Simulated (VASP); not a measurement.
# Ga3Se (Pm-3m) in VASP: notebook, part 2 of 2

VASP 6.6.1.

**5. Relaxation of cell and atoms, PBEsol, target pressure 5 GPa, at which the enthalpy is minimised**

This run uses another cell than the first one, of 21.77 Å³/atom.

INCAR reads:

```
SYSTEM = Ga3Se
PREC = Accurate
ENCUT = 600
EDIFF = 1E-6
ISMEAR = -1
SIGMA = 0.05
LREAL = .FALSE.
LASPH = .TRUE.
NELM = 100
ALGO = Normal
ISIF = 3
LWAVE = .FALSE.
LCHARG = .FALSE.
GGA = PS
IBRION = 2
NSW = 80
EDIFFG = -0.02
PSTRESS = 50.0
```

KPOINTS reads:

```
Automatic mesh
0
G
  6 6 6
  0 0 0
```

POSCAR reads:

```
Ga3Se
1.0
    4.4324650000      0.0000000000      0.0000000000
    0.0000000000      4.4324650000      0.0000000000
    0.0000000000      0.0000000000      4.4324650000
Se Ga
1 3
Direct
    0.0000000000      0.0000000000      0.0000000000
    0.5000000000      0.5000000000      0.0000000000
    0.5000000000      0.0000000000      0.5000000000
    0.0000000000      0.5000000000      0.5000000000
```

Potentials or basis: VASP PAW PBE potentials, release 64 (Se, Ga_d).

Launch:

```sh
$ cat potpaw_PBE.64/Se/POTCAR potpaw_PBE.64/Ga_d/POTCAR > POTCAR
$ mpirun -np 1 vasp_std > vasp.out
```

OUTCAR:

```text
SYSTEM = Ga3Se
   PREC = Accurate
   ENCUT = 600
   EDIFF = 1E-6
   ISMEAR = -1
   LREAL = .FALSE.
   LASPH = .TRUE.
   NELM = 100
   ISIF = 3
   GGA = PS
   IBRION = 2
   NSW = 80
   EDIFFG = -0.02
   PSTRESS = 50.0

 ion  position               nearest neighbor table
   1  0.000  0.000  0.000-
   2  0.500  0.500  0.000-
   3  0.500  0.000  0.500-
   4  0.000  0.500  0.500-

  LATTYP: Found a simple cubic cell.
 ALAT       =     4.4324650000

  Lattice vectors:

 A1 = (   4.4324650000,   0.0000000000,   0.0000000000)
 A2 = (   0.0000000000,   4.4324650000,   0.0000000000)
 A3 = (   0.0000000000,   0.0000000000,   4.4324650000)

Analysis of symmetry for initial positions (statically):
=====================================================================
 Subroutine PRICEL returns:
 Original cell was already a primitive cell.

 Routine SETGRP: Setting up the symmetry group for a
 simple cubic supercell.

 Subroutine GETGRP returns: Found 48 space group operations
 (whereof 48 operations were pure point group operations)
 out of a pool of 48 trial point group operations.

The static configuration has the point symmetry O_h .
[... 143 lines left out ...]
 conjugate gradient relaxation of ions
 non-spin polarized calculation
  energy-cutoff  :      600.00
  volume of cell :       87.08
 maximum number of plane-waves:      2945
 NGX is ok and might be reduce to    36
   NGX = 17   NGY = 17   NGZ = 17

--------------------------------------- Ionic step        1  -------------------------------------------

 number of electron      44.9999944 magnetization

 Free energy of the ion-electron system (eV)
  ---------------------------------------------------
  ext. energy  EPLUGINS =         0.00000000
  ---------------------------------------------------
  free energy    TOTEN  =       -13.94757354 eV

  energy without entropy =      -13.93705179  energy(sigma->0) =      -13.94231266

------------------------ aborting loop because EDIFF is reached ----------------------------------------

  FORCE on cell =-STRESS in cart. coord.  units (eV):
  Direction    XX          YY          ZZ          XY          YZ          ZX
  --------------------------------------------------------------------------------------
  -------------------------------------------------------------------------------------
  Total       -1.9409125     -1.9409125     -1.9409125     -0.0000000     -0.0000000      0.0000000
  in kB      -35.7092381    -35.7092381    -35.7092381     -0.0000000     -0.0000000      0.0000000
  external PRESSURE =     -85.7092381 kB  Pullay stress =      50.0000000 kB
[... 67 lines left out ...]
--------------------------------------- Ionic step        3  -------------------------------------------

 number of electron      44.9999971 magnetization

 Free energy of the ion-electron system (eV)
  ---------------------------------------------------
  ext. energy  EPLUGINS =         0.00000000
  ---------------------------------------------------
  free energy    TOTEN  =       -13.94286647 eV

  energy without entropy =      -13.92843848  energy(sigma->0) =      -13.93565248

 E-fermi :   6.1236     XC(G=0): -11.2295

 val. band max:        6.1143126512   @ k =   0.3333   0.1667   0.1667
 cond. band min:       6.2183631757   @ k =   0.3333   0.0000   0.0000
 fundamental gap:      0.1040505246
 Fermi energy:         6.1235640251

 k-point     1 :       0.0000    0.0000    0.0000
  band No.  band energies     occupation
      1      -9.1152      2.00000
      2      -8.9670      2.00000
      3      -8.9670      2.00000
      4      -8.9670      2.00000
      5      -8.8909      2.00000
      6      -8.8909      2.00000
[... 624 lines left out ...]
  energy  without entropy=      -13.9284384796  energy(sigma->0) =      -13.93565248

  enthalpy is  TOTEN    =       -11.6488535097 eV   P V=        2.2940129638

 reached required accuracy - stopping structural energy minimisation
```

CONTCAR:

```text
Ga3Se
   1.00000000000000
     4.1890172488707726   -0.0000000000000000    0.0000000000000000
    -0.0000000000000000    4.1890172488707726   -0.0000000000000000
     0.0000000000000000   -0.0000000000000000    4.1890172488707726
  Se              Ga
     1     3
Direct
     0.0000000000000000    0.0000000000000000    0.0000000000000000
     0.5000000000000000    0.5000000000000000    0.0000000000000000
     0.5000000000000000    0.0000000000000000    0.5000000000000000
     0.0000000000000000    0.5000000000000000    0.5000000000000000

  0.00000000E+00  0.00000000E+00  0.00000000E+00
  0.00000000E+00  0.00000000E+00  0.00000000E+00
  0.00000000E+00  0.00000000E+00  0.00000000E+00
  0.00000000E+00  0.00000000E+00  0.00000000E+00
```

It took 2.9 min on 1 thread of Intel Xeon 8259CL, shared host; peak memory 0.24 GiB.

Results:

```yaml
Free_energy: -13.9429 eV
Relaxed_volume: 18.38 Å³/atom
Relaxed_cell: a = 4.189 Å, b = 4.189 Å, c = 4.189 Å, α = 90.00°, β = 90.00°, γ = 90.00°
Space_group_after_relaxing_to_0.1_Å: Pm-3m (No. 221)
Energy_change_on_relaxing_the_run_minimises_the_enthalpy: +1.2 meV/atom
Ionic_steps: 3
Pressure_after_relaxing: 5.1 GPa
Band_gap_on_the_k_mesh: zero (an odd number of electrons rules out a gap without spin polarisation)
```

The path:
```
step  energy change (eV)  largest force (eV/Å)  pressure (GPa)  volume (Å³)
   1              0.0000                0.0000           -3.57        87.08
   2              0.0143                0.0000            5.30        73.21
   3              0.0047                0.0000            5.07        73.51
```

Final structure:
```
CELL_PARAMETERS angstrom
4.18902 0.00000 0.00000
0.00000 4.18902 0.00000
0.00000 0.00000 4.18902
ATOMIC_POSITIONS crystal
Se 0.00000 0.00000 0.00000
Ga 0.50000 0.50000 0.00000
Ga 0.50000 0.00000 0.50000
Ga 0.00000 0.50000 0.50000
```

Levels at points of the mesh, in eV from the Fermi level:
```tsv
k point	band 20	band 21	band 22	band 23	band 24	band 25	band 26	band 27
(0.00, 0.00, 0.00)	-4.55	-2.66	-2.66	1.81	1.81	1.81	4.80	4.80
(0.50, 0.00, 0.00)	-3.38	-1.59	-1.21	-0.63	-0.63	0.76	4.72	4.72
(0.50, 0.50, 0.00)	-2.58	-1.01	-0.38	-0.38	1.49	1.49	1.76	1.91
(0.50, 0.50, 0.50)	-5.31	-5.31	-5.31	-4.26	4.76	4.76	4.76	9.84
```

Caveat: the cell is relaxed towards a set pressure, so the run minimises the enthalpy, not the energy; the volume moved by over 15 % at a fixed basis, so the end points are rough; the PAW data sets were made with another functional, which shifts forces and pressure a little.

**6. Overview**

| task | cell | cutoff (eV) | gap on the mesh (eV) | pressure (GPa) |
| --- | --- | --- | --- | --- |
| single point | a = 4.190 Å, 4 atoms | 520 | none | 5.2 |
| single point | a = 4.306 Å, 4 atoms | 520 | none | 0.2 |
| relaxation of cell and atoms | relaxed from a = 4.432 Å, 4 atoms | 600 | none | 0.0 |
| relaxation of cell and atoms | relaxed to 5 GPa from a = 4.432 Å, 4 atoms | 600 | none | 5.1 |

Alike in all rows: level PBEsol; potentials or basis VASP PAW PBE potentials, release 64 (Se, Ga_d); no spin polarisation; k mesh 6 × 6 × 6; smearing fermi-dirac 0.05 eV.

Caveats: the PAW data sets were made with another functional, which shifts forces and pressure a little; the cell stands under pressure (at least some runs); the cell is relaxed towards a set pressure, so the run minimises the enthalpy, not the energy (at least some runs); the volume moved by over 15 % at a fixed basis, so the end points are rough (at least some runs).

Total energies depend on the potentials used, so only differences within one code and one set of settings carry meaning.
